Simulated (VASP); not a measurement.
# Sc2Si (R-3m) in VASP: notebook

Sc2Si is run at these levels: r2SCAN; tasks: single point, relaxation of cell and atoms.

Program: VASP 6.6.1. These are calculated values, not measurements. Logs are shortened: lines on timing, memory, paths and dates and some standing lists are left out, and cuts for length are marked.

### 1 The cell of the first run

Symmetry: R-3m, No. 166, trigonal system. Conventional cell: a = 3.591 Å, b = 3.591 Å, c = 18.259 Å, α = 90.00°, β = 90.00°, γ = 120.00°. Within 3.4 Å of Sc (site symmetry 3m) lie 3 Si at 2.47 Å and 3 Sc at 3.38 Å. Si (site symmetry -3m) has 6 Sc at 2.47 Å within 3.3 Å.

### 2 Single point, r2SCAN

File POSCAR:

```
Sc2Si
1.0
    1.7952586218      1.0364930486      6.0863794229
   -1.7952586218      1.0364930486      6.0863794229
    0.0000000000     -2.0729860971      6.0863794229
Sc Si
2 1
Direct
    0.7399162936      0.7399162936      0.7399162936
    0.2600837064      0.2600837064      0.2600837064
    0.0000000000      0.0000000000      0.0000000000
```

File INCAR.step1:

```
SYSTEM = Sc2Si
PREC = Accurate
ENCUT = 520
ISMEAR = 0
SIGMA = 0.1
LREAL = .FALSE.
LASPH = .TRUE.
NELM = 100
NBANDS = 20
GGA = PE
ALGO = Normal
EDIFF = 1E-4
LWAVE = .TRUE.
LCHARG = .FALSE.
```

File INCAR.step2:

```
SYSTEM = Sc2Si
PREC = Accurate
ENCUT = 520
EDIFF = 1E-6
ISMEAR = 0
SIGMA = 0.1
LREAL = .FALSE.
LASPH = .TRUE.
NELM = 100
ALGO = Normal
ISIF = 2
LWAVE = .FALSE.
LCHARG = .FALSE.
METAGGA = R2SCAN
LMIXTAU = .TRUE.
NBANDS = 20
ISTART = 1
```

File KPOINTS:

```
regular mesh
0
G
  6 6 6
  0 0 0
```

Potentials or basis: VASP PAW PBE potentials, release 64 (Sc_sv, Si).

The run is started by

```console
$ cat potpaw_PBE.64/Sc_sv/POTCAR potpaw_PBE.64/Si/POTCAR > POTCAR
$ cp INCAR.step1 INCAR
$ mpirun -np 1 vasp_std > vasp.out
$ cp INCAR.step2 INCAR
$ mpirun -np 1 vasp_std > vasp.out
```

OUTCAR:

```text
SYSTEM = Sc2Si
   PREC = Accurate
   ENCUT = 520
   EDIFF = 1E-6
   ISMEAR = 0
   LREAL = .FALSE.
   LASPH = .TRUE.
   NELM = 100
   ISIF = 2
   METAGGA = R2SCAN
   ISTART = 1

 ion  position               nearest neighbor table
   1  0.740  0.740  0.740-   3 2.47   3 2.47   3 2.47   2 3.38   2 3.38   2 3.38
   2  0.260  0.260  0.260-   3 2.47   3 2.47   3 2.47   1 3.38   1 3.38   1 3.38
   3  0.000  0.000  0.000-   1 2.47   2 2.47   1 2.47   1 2.47   2 2.47   2 2.47

  LATTYP: Found a trigonal (rhomboedric) cell.
 ALAT       =     6.4297189549
 COS(alpha) =     0.8440806349

  Lattice vectors:

 A1 = (   1.7952586218,   1.0364930486,   6.0863794229)
 A2 = (  -1.7952586218,   1.0364930486,   6.0863794229)
 A3 = (   0.0000000000,  -2.0729860971,   6.0863794229)

Analysis of symmetry for initial positions (statically):
=====================================================================
 Subroutine PRICEL returns:
 Original cell was already a primitive cell.

 Routine SETGRP: Setting up the symmetry group for a
 trigonal (rhombohedral) supercell.

 Subroutine GETGRP returns: Found 12 space group operations
 (whereof 12 operations were pure point group operations)
 out of a pool of 12 trial point group operations.

The static configuration has the point symmetry D_3d.

Analysis of symmetry for dynamics (positions and initial velocities):
=====================================================================
 Subroutine PRICEL returns:
 Original cell was already a primitive cell.

 Routine SETGRP: Setting up the symmetry group for a
 trigonal (rhombohedral) supercell.

 Subroutine GETGRP returns: Found 12 space group operations
 (whereof 12 operations were pure point group operations)
 out of a pool of 12 trial point group operations.

The dynamic configuration has the point symmetry D_3d.

 Subroutine INISYM returns: Found 12 space group operations
 (whereof 12 operations are pure point group operations),
 and found     1 'primitive' translations

----------------------------------------------------------------------------------------

                                     Primitive cell

  volume of cell :      67.9522

  direct lattice vectors                    reciprocal lattice vectors
     1.795258622  1.036493049  6.086379423     0.278511404  0.160798634  0.054767097
    -1.795258622  1.036493049  6.086379423    -0.278511404  0.160798634  0.054767097
     0.000000000 -2.072986097  6.086379423     0.000000000 -0.321597269  0.054767097

  length of vectors
     6.429718955  6.429718955  6.429718955     0.326227280  0.326227280  0.326227280

  position of ions in fractional coordinates (direct lattice)
     0.739916294  0.739916294  0.739916294
     0.260083706  0.260083706  0.260083706
     0.000000000  0.000000000  0.000000000

  ion indices of the primitive-cell ions
   primitive index   ion index
                 1           1
                 2           2
                 3           3

----------------------------------------------------------------------------------------

 KPOINTS: regular mesh

Automatic generation of k-mesh.
 Grid dimensions read from file:
 generate k-points for:    6    6    6

 Generating k-lattice:

  Cartesian coordinates                     Fractional coordinates (reciprocal lattice)
     0.046418567  0.026799772  0.009127850     0.166666667  0.000000000  0.000000000
    -0.046418567  0.026799772  0.009127850     0.000000000  0.166666667  0.000000000
     0.000000000 -0.053599545  0.009127850     0.000000000  0.000000000  0.166666667

  Length of vectors
     0.054371213  0.054371213  0.054371213

  Shift w.r.t. Gamma in fractional coordinates (k-lattice)
     0.000000000  0.000000000  0.000000000

 Subroutine IBZKPT returns following result:
 ===========================================

 Found     32 irreducible k-points:

 Following reciprocal coordinates:
            Coordinates               Weight
  0.000000  0.000000  0.000000      1.000000
  0.166667  0.000000  0.000000      6.000000
  0.333333  0.000000  0.000000      6.000000
  0.500000  0.000000 -0.000000      3.000000
  0.166667  0.166667  0.000000      6.000000
  0.333333  0.166667  0.000000     12.000000
[... 16 lines left out ...]
  0.500000  0.500000  0.166667      6.000000
 -0.333333  0.500000  0.166667     12.000000
 [... further k-points ...]
   k-points           NKPTS =     32   k-points in BZ     NKDIM =     32   number of bands    NBANDS=     20
   number of dos      NEDOS =    301   number of ions     NIONS =      3
   total plane-waves  NPLWV = 110592
   dimension x,y,z NGX =    48 NGY =   48 NGZ =   48
   dimension x,y,z NGXF=    96 NGYF=   96 NGZF=   96
   ions per type =               2   1
   NGX,Y,Z   is equivalent  to a cutoff of  12.41, 12.41, 12.41 a.u.
   NGXF,Y,Z  is equivalent  to a cutoff of  24.82, 24.82, 24.82 a.u.
 SYSTEM =  Sc2Si
   PREC   = accura    normal or accurate (medium, high low for compatibility)
   ISTART =      1    job   : 0-new  1-cont  2-samecut
   ICHARG =      0    charge: 1-file 2-atom 10-const
   ISPIN  =      1    spin polarized calculation?
   LNONCOLLINEAR =      F non collinear calculations
   LSORBIT =      F    spin-orbit coupling
   LASPH  =      T    aspherical Exc in radial PAW
   ENCUT  =  520.0 eV  38.22 Ry    6.18 a.u.  11.96 11.96 11.96*2*pi/ulx,y,z
   NELM   =    100;   NELMIN=  2; NELMDL=  0     # of ELM steps
   EDIFF  = 0.1E-05   stopping-criterion for ELM
   LREAL  =      F    real-space projection
   EDIFFG = 0.1E-04   stopping-criterion for IOM
   NSW    =      0    number of steps for IOM
   IBRION =     -1    ionic relax: 0-MD 1-quasi-New 2-CG
   NFREE  =      0    steps in history (QN), initial steepest desc. (CG)
   ISIF   =      2    stress and relaxation
   ISYM   =      2    0-nonsym 1-usesym 2-fastsym
   POTIM  = 0.5000    time-step for ionic-motion
   TEBEG  =    0.0;   TEEND  =   0.0 temperature during run
   PSTRESS=    0.0 pullay stress
   NELECT =      26.0000    total number of electrons
   NUPDOWN=      -1.0000    fix difference up-down
   EMIN   =  10.00;   EMAX   =-10.00  energy-range for DOS
   EFERMI =   0.00;   METHOD = LEGACY
   ISMEAR =     0;   SIGMA  =   0.10  broadening in eV -4-tet -1-fermi 0-gaus
   EFERMI_NEDOS =   21; number of points for ismear=-14 and -15
   IALGO  =     38    algorithm
   IMIX   =      4    mixing-type and parameters
     AMIX     =   0.40;   BMIX     =  1.00
     AMIX_MAG =   1.60;   BMIX_MAG =  1.00
  volume/ion in A,a.u.               =      22.65       152.85
  Fermi-wavevector in a.u.,A,eV,Ry     =   1.188497  2.245933 19.218568  1.412525
  Thomas-Fermi vector in A             =   2.324625
   LORBIT       =      0    0 simple, 1 ext, 2 COOP (PROOUT), +10 PAW based schemes
   METAGGA = R2SCAN    functional components
   LHFCALC =     F    Hartree Fock is set to
   AEXX    =    0.0000 exact exchange contribution
   IVDW    =     0    specifies the selected vdW correction
   LEPSILON=     F    determine dielectric tensor
   LRPA    =     F    only Hartree local field effects (RPA)
 non-spin polarized calculation
 Gauss-broadening in eV      SIGMA  =   0.10
  energy-cutoff  :      520.00
  volume of cell :       67.95
 maximum number of plane-waves:      1861
   NGX = 23   NGY = 23   NGZ = 23

 number of electron      26.0000002 magnetization

 Free energy of the ion-electron system (eV)
  ---------------------------------------------------
  ext. energy  EPLUGINS =         0.00000000
  ---------------------------------------------------
  free energy    TOTEN  =       -31.51728785 eV

  energy without entropy =      -31.50255699  energy(sigma->0) =      -31.50992242

 E-fermi :   4.1390     XC(G=0): -10.2391

 val. band max:        4.1158693417   @ k =   0.5000   0.5000   0.0000
 cond. band min:       4.1410613527   @ k =   0.5000   0.5000   0.1667
 fundamental gap:      0.0251920110
 Fermi energy:         4.1389619800

 k-point     1 :       0.0000    0.0000    0.0000
  band No.  band energies     occupation
      1     -46.9888      2.00000
      2     -46.9621      2.00000
      3     -24.8314      2.00000
      4     -24.6324      2.00000
      5     -24.6324      2.00000
      6     -24.6199      2.00000
[... 12 lines left out ...]
     19       7.7463      0.00000
     20       7.7463      0.00000

 k-point     2 :       0.1667    0.0000    0.0000
  band No.  band energies     occupation
      1     -46.9836      2.00000
      2     -46.9603      2.00000
      3     -24.8175      2.00000
      4     -24.6762      2.00000
      5     -24.6439      2.00000
      6     -24.6363      2.00000
[... 12 lines left out ...]
     19       7.7235      0.00000
     20       7.9353      0.00000

 k-point     3 :       0.3333    0.0000    0.0000
  band No.  band energies     occupation
      1     -46.9721      2.00000
      2     -46.9576      2.00000
      3     -24.7982      2.00000
      4     -24.7529      2.00000
      5     -24.6884      2.00000
      6     -24.6660      2.00000
[... 12 lines left out ...]
     19       7.7211      0.00000
     20       7.9677      0.00000

 k-point     4 :       0.5000    0.0000   -0.0000
  band No.  band energies     occupation
      1     -46.9648      2.00000
      2     -46.9579      2.00000
      3     -24.8091      2.00000
      4     -24.7835      2.00000
      5     -24.6896      2.00000
      6     -24.6767      2.00000
[... 12 lines left out ...]
     19       7.7037      0.00000
     20       7.9110      0.00000

 k-point     5 :       0.1667    0.1667    0.0000
  band No.  band energies     occupation
      1     -46.9835      2.00000
      2     -46.9604      2.00000
      3     -24.8165      2.00000
      4     -24.6775      2.00000
      5     -24.6453      2.00000
      6     -24.6363      2.00000
[... 12 lines left out ...]
     19       7.7679      0.00000
     20       7.8180      0.00000

 k-point     6 :       0.3333    0.1667    0.0000
  band No.  band energies     occupation
      1     -46.9751      2.00000
      2     -46.9582      2.00000
      3     -24.7998      2.00000
      4     -24.7230      2.00000
      5     -24.6965      2.00000
      6     -24.6474      2.00000
[... 12 lines left out ...]
     19       7.6594      0.00000
     20       8.2139      0.00000

 k-point     7 :       0.5000    0.1667   -0.0000
  band No.  band energies     occupation
      1     -46.9651      2.00000
      2     -46.9576      2.00000
      3     -24.7962      2.00000
      4     -24.7668      2.00000
      5     -24.7162      2.00000
      6     -24.6796      2.00000
[... 12 lines left out ...]
     19       7.8482      0.00000
     20       8.1904      0.00000
[... 277 lines left out ...]
 k-point    20 :       0.5000    0.3333    0.1667
  band No.  band energies     occupation
      1     -46.9744      2.00000
      2     -46.9589      2.00000
      3     -24.7970      2.00000
      4     -24.7287      2.00000
      5     -24.6924      2.00000
      6     -24.6442      2.00000
[... 12 lines left out ...]
     19       7.5155      0.00000
     20       8.0038      0.00000

 k-point    21 :      -0.3333    0.3333    0.1667
  band No.  band energies     occupation
      1     -46.9650      2.00000
      2     -46.9578      2.00000
      3     -24.8008      2.00000
      4     -24.7717      2.00000
      5     -24.7118      2.00000
      6     -24.6756      2.00000
[... 12 lines left out ...]
     19       7.7836      0.00000
     20       8.0637      0.00000

 k-point    22 :      -0.1667    0.3333    0.1667
  band No.  band energies     occupation
      1     -46.9656      2.00000
      2     -46.9571      2.00000
      3     -24.7979      2.00000
      4     -24.7737      2.00000
      5     -24.7135      2.00000
      6     -24.6783      2.00000
[... 12 lines left out ...]
     19       8.1078      0.00000
     20       8.3939      0.00000

 k-point    23 :       0.5000    0.5000    0.1667
  band No.  band energies     occupation
      1     -46.9715      2.00000
      2     -46.9582      2.00000
      3     -24.8024      2.00000
      4     -24.7639      2.00000
      5     -24.6739      2.00000
      6     -24.6693      2.00000
[... 12 lines left out ...]
     19       7.7619      0.00000
     20       7.7741      0.00000

 k-point    24 :      -0.3333    0.5000    0.1667
  band No.  band energies     occupation
      1     -46.9651      2.00000
      2     -46.9576      2.00000
      3     -24.8036      2.00000
      4     -24.7768      2.00000
      5     -24.7097      2.00000
      6     -24.6728      2.00000
[... 12 lines left out ...]
     19       7.8539      0.00000
     20       8.0661      0.00000

 [... further k-points ...]
[... 5 lines left out ...]
  --------------------------------------------------------------------------------------
  -------------------------------------------------------------------------------------
  Total        7.1911326      7.1911326      5.1021963     -0.0000000      0.0000000      0.0000000
  in kB      169.5524987    169.5524987    120.2995653     -0.0000000      0.0000000      0.0000000
  external PRESSURE =     153.1348542 kB  Pullay stress =       0.0000000 kB

 VOLUME and BASIS-vectors are now :
 -----------------------------------------------------------------------------
  energy-cutoff  :      520.00
  volume of cell :       67.95
      direct lattice vectors                 reciprocal lattice vectors
     1.795258622  1.036493049  6.086379423     0.278511404  0.160798634  0.054767097
    -1.795258622  1.036493049  6.086379423    -0.278511404  0.160798634  0.054767097
     0.000000000 -2.072986097  6.086379423     0.000000000 -0.321597269  0.054767097

 POSITION                                       TOTAL-FORCE (eV/Angst)
 -----------------------------------------------------------------------------------
      0.00000      0.00000     13.51023         0.000000      0.000000      2.666326
      0.00000      0.00000      4.74890         0.000000     -0.000000     -2.666326
      0.00000      0.00000      0.00000         0.000000     -0.000000     -0.000000
 -----------------------------------------------------------------------------------
    total drift:                               -0.000000     -0.000000      0.000000

  FREE ENERGIE OF THE ION-ELECTRON SYSTEM (eV)
  ---------------------------------------------------
  free  energy   TOTEN  =       -31.5172878523 eV

  energy  without entropy=      -31.5025569945  energy(sigma->0) =      -31.50992242
```

Run time: 2.7 min. Hardware: 1 thread of Intel Xeon 6975P-C (Granite Rapids), shared host; peak memory 0.37 GiB.

Results:

* Free energy: -31.5173 eV
* Pressure: 15.3 GPa
* Largest force: 2.666 eV/Å
* Band gap on the k mesh: zero (bands 13 and 14 overlap by 0.47 eV)

Forces on the atoms (eV/Å):
```
Sc   0.000  0.000  2.666
Sc   0.000  0.000 -2.666
Si   0.000  0.000  0.000
```

Caveat: the cell stands under pressure; the PAW data sets were made with another functional, which shifts forces and pressure a little.

### 3 Single point, r2SCAN

This run uses another cell than the first one, of 23.42 Å³/atom.

File POSCAR:

```
Sc2Si
1.0
    1.9612122371      1.1323064130      5.2735493042
   -1.9612122371      1.1323064130      5.2735493042
    0.0000000000     -2.2646128260      5.2735493042
Sc Si
2 1
Direct
    0.7551993436      0.7551993436      0.7551993436
    0.2448006564      0.2448006564      0.2448006564
    0.0000000000      0.0000000000      0.0000000000
```

File INCAR.step1:

```
PREC = Accurate
ENCUT = 520
ISMEAR = 0
SIGMA = 0.1
LREAL = F
LASPH = T
NELM = 80
NBANDS = 20
GGA = PE
ALGO = Normal
EDIFF = 1E-4
LWAVE = T
LCHARG = F
```

File INCAR.step2:

```
PREC = Accurate
ENCUT = 520
EDIFF = 1E-6
ISMEAR = 0
SIGMA = 0.1
LREAL = F
LASPH = T
NELM = 80
ALGO = Normal
ISIF = 2
LWAVE = F
LCHARG = F
METAGGA = R2SCAN
LMIXTAU = T
NBANDS = 20
ISTART = 1
```

File KPOINTS:

```
regular mesh
0
Gamma
  6 6 6
```

Potentials or basis: VASP PAW PBE potentials, release 64 (Sc_sv, Si).

The run is started by

```console
$ cat potpaw_PBE.64/Sc_sv/POTCAR potpaw_PBE.64/Si/POTCAR > POTCAR
$ cp INCAR.step1 INCAR
$ mpirun -np 1 vasp_std > vasp.out
$ cp INCAR.step2 INCAR
$ mpirun -np 1 vasp_std > vasp.out
```

It took 2.7 min on 1 thread of Intel Xeon 6975P-C (Granite Rapids), shared host; peak memory 0.37 GiB.

The run converged. Its results:

```
Free energy            : -32.4493 eV
Pressure               : 0.4 GPa
Largest force          : 0.006 eV/Å
Band gap on the k mesh : zero (bands 13 and 14 overlap by 1.02 eV)
```

Forces in eV/Å, atoms in the order of the input:
```
Sc   0.000  0.000 -0.006
Sc   0.000  0.000  0.006
Si   0.000  0.000  0.000
```

Levels at points of the mesh, in eV from the Fermi level:
| k point | band 11 | band 12 | band 13 | band 14 | band 15 | band 16 |
| --- | --- | --- | --- | --- | --- | --- |
| (0.00, 0.00, 0.00) | -1.06 | -0.78 | -0.78 | 0.91 | 0.91 | 2.23 |
| (0.50, 0.00, 0.00) | -1.69 | -0.80 | -0.31 | -0.07 | 1.04 | 1.75 |
| (0.50, 0.50, 0.00) | -1.83 | -0.84 | -0.73 | -0.28 | 2.00 | 2.31 |
| (0.50, 0.50, 0.50) | -0.42 | -0.42 | 0.74 | 1.30 | 1.30 | 1.50 |

Caveat: the PAW data sets were made with another functional, which shifts forces and pressure a little.

(Part 1 of 2 ends here.)

The gap in the log of VASP goes by the Fermi energy; the results here count the filled bands.